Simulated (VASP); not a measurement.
# Na2Hg2Se3 (R-3m) in VASP: further runs, part 2 of 2

VASP 6.6.1. The steps go on from the part before.

## Step 3: Relaxation of cell and atoms, PBE

This run uses another cell than the first one, of 28.34 Å³/atom.

INCAR reads:

```
SYSTEM = Na2Hg2Se3
PREC = Accurate ; ENCUT = 600
EDIFF = 1E-7 ; ISMEAR = 0
SIGMA = 0.1 ; LREAL = .FALSE.
LASPH = .TRUE. ; NELM = 100
ALGO = Normal ; ISIF = 3
LWAVE = .FALSE. ; LCHARG = .FALSE.
GGA = PE ; IBRION = 2
NSW = 100 ; EDIFFG = -0.01
```

KPOINTS reads:

```
Automatic mesh
0
G
  6 6 6
  0 0 0
```

POSCAR reads:

```
Na2Hg2Se3
1.0
    3.5292615699      2.0376201174      4.5970798112
   -3.5292615699      2.0376201174      4.5970798112
    0.0000000000     -4.0752402348      4.5970798112
Na Hg Se
2 2 3
Direct
    0.3015089155      0.3015089155      0.3015089155
    0.6984910845      0.6984910845      0.6984910845
    0.0000000000      0.0000000000      0.0000000000
    0.5000000000      0.5000000000      0.5000000000
    0.0000000000      0.0000000000      0.5000000000
    0.5000000000      0.0000000000      0.0000000000
    0.0000000000      0.5000000000      0.0000000000
```

Potentials or basis: VASP PAW PBE potentials, release 64 (Na_pv, Hg, Se).

Command:

```sh
cat potpaw_PBE.64/Na_pv/POTCAR potpaw_PBE.64/Hg/POTCAR potpaw_PBE.64/Se/POTCAR > POTCAR
mpirun -np 1 vasp_std > vasp.out
```

OUTCAR:

```text
SYSTEM = Na2Hg2Se3
   PREC = Accurate
   ENCUT = 600
   EDIFF = 1E-7
   ISMEAR = 0
   LREAL = .FALSE.
   LASPH = .TRUE.
   NELM = 100
   ISIF = 3
   GGA = PE
   IBRION = 2
   NSW = 100
   EDIFFG = -0.01

 ion  position               nearest neighbor table
   1  0.302  0.302  0.302-   4 2.74   5 2.76   6 2.76   7 2.76
   2  0.698  0.698  0.698-   4 2.74   5 2.76   6 2.76   7 2.76
   3  0.000  0.000  0.000-   5 3.07   5 3.07   7 3.07   6 3.07   7 3.07   6 3.07
   4  0.500  0.500  0.500-   1 2.74   2 2.74
   5  0.000  0.000  0.500-   1 2.76   2 2.76   3 3.07   3 3.07
   6  0.500  0.000  0.000-   1 2.76   2 2.76   3 3.07   3 3.07
   7  0.000  0.500  0.000-   1 2.76   2 2.76   3 3.07   3 3.07

  LATTYP: Found a trigonal (rhomboedric) cell.
 ALAT       =     6.1433480906
 COS(alpha) =     0.3399338790

  Lattice vectors:

 A1 = (   3.5292615699,   2.0376201174,   4.5970798112)
 A2 = (  -3.5292615699,   2.0376201174,   4.5970798112)
 A3 = (   0.0000000000,  -4.0752402348,   4.5970798112)

Analysis of symmetry for initial positions (statically):
=====================================================================
 Subroutine PRICEL returns:
 Original cell was already a primitive cell.

 Routine SETGRP: Setting up the symmetry group for a
 trigonal (rhombohedral) supercell.

[... 296 lines left out ...]

  energy  without entropy=      -13.9893212252  energy(sigma->0) =      -14.00719955

[... ionic steps 4 to 7 ...]

--------------------------------------- Ionic step        8  -------------------------------------------

 number of electron      55.9999991 magnetization

------------------------ aborting loop because EDIFF is reached ----------------------------------------
[... 77 lines left out ...]
--------------------------------------- Ionic step       10  -------------------------------------------

 number of electron      55.9999991 magnetization

 Free energy of the ion-electron system (eV)
  ---------------------------------------------------
  ext. energy  EPLUGINS =         0.00000000
  ---------------------------------------------------
  free energy    TOTEN  =       -14.02702419 eV

  energy without entropy =      -13.99240228  energy(sigma->0) =      -14.00971324

 E-fermi :   1.1916     XC(G=0):  -8.4700

 val. band max:        1.1910191328   @ k =   0.3333   0.3333   0.1667
 cond. band min:       1.1982875886   @ k =  -0.3333   0.1667  -0.0000
 fundamental gap:      0.0072684559
 Fermi energy:         1.1916163427

 k-point     1 :       0.0000    0.0000    0.0000
  band No.  band energies     occupation
      1     -22.6620      2.00000
      2     -22.6584      2.00000
      3     -22.6440      2.00000
      4     -22.6440      2.00000
      5     -22.6397      2.00000
      6     -22.6397      2.00000
[... 853 lines left out ...]
     32       4.4767      0.00000
     33       5.1007      0.00000

 [... further k-points ...]

------------------------ aborting loop because EDIFF is reached ----------------------------------------

  FORCE on cell =-STRESS in cart. coord.  units (eV):
  Direction    XX          YY          ZZ          XY          YZ          ZX
  --------------------------------------------------------------------------------------
  -------------------------------------------------------------------------------------
  Total       -0.0096658     -0.0096658     -0.0272794      0.0000000      0.0000000     -0.0000000
  in kB       -0.0776788     -0.0776788     -0.2192299      0.0000000      0.0000000     -0.0000000
  external PRESSURE =      -0.1248625 kB  Pullay stress =       0.0000000 kB
[... 22 lines left out ...]
  FREE ENERGIE OF THE ION-ELECTRON SYSTEM (eV)
  ---------------------------------------------------
  free  energy   TOTEN  =       -14.0270241932 eV

  energy  without entropy=      -13.9924022820  energy(sigma->0) =      -14.00971324

 reached required accuracy - stopping structural energy minimisation
```

OSZICAR:

```text
N       E                     dE             d eps       ncg     rms          rms(c)
DAV:   1     0.517235426855E+03    0.51724E+03   -0.28102E+04  2112   0.179E+03
[... 93 lines left out ...]
       N       E                     dE             d eps       ncg     rms          rms(c)
DAV:   1    -0.140272901646E+02   -0.41073E-03   -0.34532E-01  2377   0.273E+00    0.186E-01
DAV:   2    -0.140272040821E+02    0.86083E-04   -0.65340E-03  2213   0.506E-01    0.830E-02
DAV:   3    -0.140270557145E+02    0.14837E-03   -0.41077E-04  2572   0.133E-01    0.483E-02
DAV:   4    -0.140270253802E+02    0.30334E-04   -0.52689E-05  2393   0.534E-02    0.116E-02
DAV:   5    -0.140270240939E+02    0.12863E-05   -0.58442E-06  2424   0.164E-02    0.546E-03
DAV:   6    -0.140270241932E+02   -0.99269E-07   -0.82490E-07  2424   0.739E-03
  10 F= -.14027024E+02 E0= -.14009713E+02  d E =-.430112E-03
```

CONTCAR:

```text
Na2Hg2Se3
   1.00000000000000
     3.5082270725287930    2.0254758446808672    4.6760477916109284
    -3.5082270725287930    2.0254758446808672    4.6760477916109284
     0.0000000000000000   -4.0509516893617343    4.6760477916109284
  Na              Hg              Se
     2     2     3
Direct
     0.3027561582473703    0.3027561582473703    0.3027561582473703
     0.6972438417526297    0.6972438417526297    0.6972438417526297
     0.0000000000000000    0.0000000000000000    0.0000000000000000
     0.5000000000000000    0.5000000000000000    0.5000000000000000
     0.0000000000000000    0.0000000000000000    0.5000000000000000
     0.5000000000000000    0.0000000000000000    0.0000000000000000
     0.0000000000000000    0.5000000000000000    0.0000000000000000

  0.00000000E+00  0.00000000E+00  0.00000000E+00
  0.00000000E+00  0.00000000E+00  0.00000000E+00
  0.00000000E+00  0.00000000E+00  0.00000000E+00
  0.00000000E+00  0.00000000E+00  0.00000000E+00
  0.00000000E+00  0.00000000E+00  0.00000000E+00
  0.00000000E+00  0.00000000E+00  0.00000000E+00
  0.00000000E+00  0.00000000E+00  0.00000000E+00
```

It took 41 min on 1 thread of Intel Xeon 8259CL, shared host; peak memory 0.54 GiB.

Results:

```
Free energy                           : -14.0270 eV
Relaxed volume                        : 28.48 Å³/atom
Relaxed cell                          : a = 6.187 Å, b = 6.187 Å, c = 6.187 Å, α = 69.09°, β = 69.09°, γ = 69.09°
Space group after relaxing (to 0.1 Å) : R-3m (No. 166)
Energy gained by relaxing             : 1.0 meV/atom
Ionic steps                           : 10
Pressure after relaxing               : 0.0 GPa
Band gap on the k mesh                : zero (bands 28 and 29 overlap by 0.59 eV)
```

The path:
```csv
step,energy change (eV),largest force (eV/Å),pressure (GPa),volume (Å³)
1,0.0000,0.0303,0.35,198.35
2,-0.0044,0.0193,0.08,200.12
3,-0.0051,0.0115,-0.10,201.30
4,-0.0051,0.0124,-0.08,201.20
5,-0.0057,0.0192,-0.07,200.89
6,-0.0063,0.0292,-0.04,200.43
7,-0.0065,0.0487,0.02,199.51
8,-0.0066,0.0450,0.01,199.70
9,-0.0069,0.0257,0.00,199.56
10,-0.0070,0.0002,-0.01,199.36
```

Final structure:
```
Na Hg Se
1.0
     3.50823    2.02548    4.67605
    -3.50823    2.02548    4.67605
     0.00000   -4.05095    4.67605
Na Hg Se
2 2 3
Direct
  0.30276 0.30276 0.30276
  0.69724 0.69724 0.69724
  0.00000 0.00000 0.00000
  0.50000 0.50000 0.50000
  0.00000 0.00000 0.50000
  0.50000 0.00000 0.00000
  0.00000 0.50000 0.00000
```

Caveat: spin-orbit coupling is left out, which moves the levels of the heavy elements.
